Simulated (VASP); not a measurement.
Co:

```
Co
1.0
     2.43867    0.00000    0.00000
    -1.21933    2.11195    0.00000
     0.00000    0.00000    3.95834
Co
2
Direct
  0.33333 0.66667 0.25000
  0.66667 0.33333 0.75000
```

This cell differs from its parent crystal: volume scaled by 0.92.

Base run:

| Property | Result |
| --- | --- |
| Program | VASP 6.6.1 |
| Functional | PBE |
| Potentials or basis | VASP PAW PBE potentials, release 64 (Co) |
| Cutoff | 520 eV |
| k mesh | 15 × 15 × 8 |
| Occupations | fermi-dirac, width 0.08 eV |
| Spin | no spin polarisation |

Its results: pressure 3.3 GPa.

Problem. The run is repeated on the same cell with these changes: spin from no spin polarisation to collinear spin, ferromagnetic start; further incar settings from ALGO = Normal; EDIFF = 1e-06; NBANDS = 16 to ALGO = Normal; EDIFF = 1e-07; NBANDS = 20. What comes out?

Solution. Pressure 14.9 GPa; net moment 3.14 μB per cell; site moments Co +1.58 μB.
